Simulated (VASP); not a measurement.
Write the native input for VASP 6.6.1 that does the following.

```
Task                   : single point
Functional             : PBE
Potentials or basis    : VASP PAW PBE potentials, release 64 (K_sv, Mg, Be)
Cutoff                 : 520 eV
k mesh                 : 6 × 6 × 6
Occupations            : gaussian, width 0.1 eV
Spin                   : no spin polarisation
Dipole correction      : no
Further INCAR settings : ALGO = Normal; EDIFF = 1e-06; NBANDS = 22
```

The structure of KMgBe6 lies in POSCAR:

```
KMgBe6
1.0
    3.3441094617      1.9307224979      3.4749799462
   -3.3441094617      1.9307224979      3.4749799462
    0.0000000000     -3.8614449957      3.4749799463
K Mg Be
1 1 6
Direct
    0.5000000000      0.5000000000      0.5000000000
    0.0000000000      0.0000000000      0.0000000000
    0.3534917444      0.3534917444      1.0400079189
    1.0400079189      0.3534917444      0.3534917444
    0.3534917444      1.0400079189      0.3534917444
   -0.0400079189      0.6465082556      0.6465082556
    0.6465082556      0.6465082556     -0.0400079189
    0.6465082556     -0.0400079189      0.6465082556
```

The input as run:

INCAR

```
ALGO     = Normal         # electronic algorithm
EDIFF    = 1E-6           # SCF threshold, eV
ENCUT    = 520            # plane-wave cutoff, eV
GGA      = PE             # functional
ISIF     = 2              # what is computed and relaxed
ISMEAR   = 0              # smearing method
LASPH    = True           # aspherical terms in the spheres
LCHARG   = True           # write CHGCAR
LELF     = True           # ELF
LREAL    = False          # projectors in reciprocal space
LVHAR    = True         
LWAVE    = False          # write WAVECAR
NBANDS   = 22             # bands
NELM     = 80             # most SCF steps
PREC     = Accurate       # precision mode
SIGMA    = 0.1            # smearing width, eV
```

KPOINTS

```
k-points
0
Gamma
  6 6 6
```

Potentials or basis: VASP PAW PBE potentials, release 64 (K_sv, Mg, Be).

Command:

```console
$ cat potpaw_PBE.64/K_sv/POTCAR potpaw_PBE.64/Mg/POTCAR potpaw_PBE.64/Be/POTCAR > POTCAR
$ mpirun -np 1 vasp_std > vasp.out
```

Results of the run:

| Item | Value |
| --- | --- |
| Pressure | 0.1 GPa |
| Largest force | 0.003 eV/Å |
| Band gap on the k mesh | zero (an odd number of electrons rules out a gap without spin polarisation) |

Run time: 72 s on 1 thread of Intel(R) Xeon(R) Platinum 8259CL CPU @ 2.50GHz (Skylake/Cascade Lake) (shared host), peak memory 0.29 GiB.
